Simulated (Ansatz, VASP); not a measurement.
## One calculation of InHgSe2, two programs

```xyz
8
Lattice="-3.9416 3.9416 3.3422 3.9416 -3.9416 3.3422 3.9416 3.9416 -3.3422" Properties=species:S:1:pos:R:3 pbc="T T T"
In    0.0000    3.9416    1.6711
In    3.9416    0.0000    1.6711
Hg    0.0000    0.0000    1.6711
Hg    0.0000    0.0000    5.0133
Se    1.3512    5.2928    0.0000
Se    2.5904    1.3512    0.0000
Se    2.5904   -1.3512    3.3422
Se    1.3512    2.5904    3.3422
```

Alike in both runs: task relaxation of cell and atoms; functional PBE; k mesh 4 × 4 × 4; no spin polarisation.

```csv
,VASP,Ansatz
version,VASP 6.6.1,Ansatz 0.2.0
potentials or method,"VASP PAW PBE potentials, release 64 (In_d, Hg, Se), cutoff 600 eV",PAW plane waves
occupations,"fermi-dirac, width 0.1 eV",fermi-dirac
valence electrons in the cell,74,130
```

VASP gave:

| Item | Value |
| --- | --- |
| gap on the k mesh at the Fermi level, each at its own relaxed structure (eV) | none |
| relaxed volume (Å³/atom) | 27.21 |
| relaxed cell length with the largest relative difference (Å) | 6.587 |

**Question.** Which values does Ansatz return?

**Answer.** gap on the k mesh at the Fermi level, each at its own relaxed structure (eV): none; relaxed volume (Å³/atom): 27.15; relaxed cell length with the largest relative difference (Å): 6.582.

A gap of «none» marks a metal or a gap that the smearing closes. VASP's potentials hold 74 valence electrons a cell and Ansatz's 130, so a difference there can come from the potentials and not from the codes.

Spin-orbit coupling is off throughout.
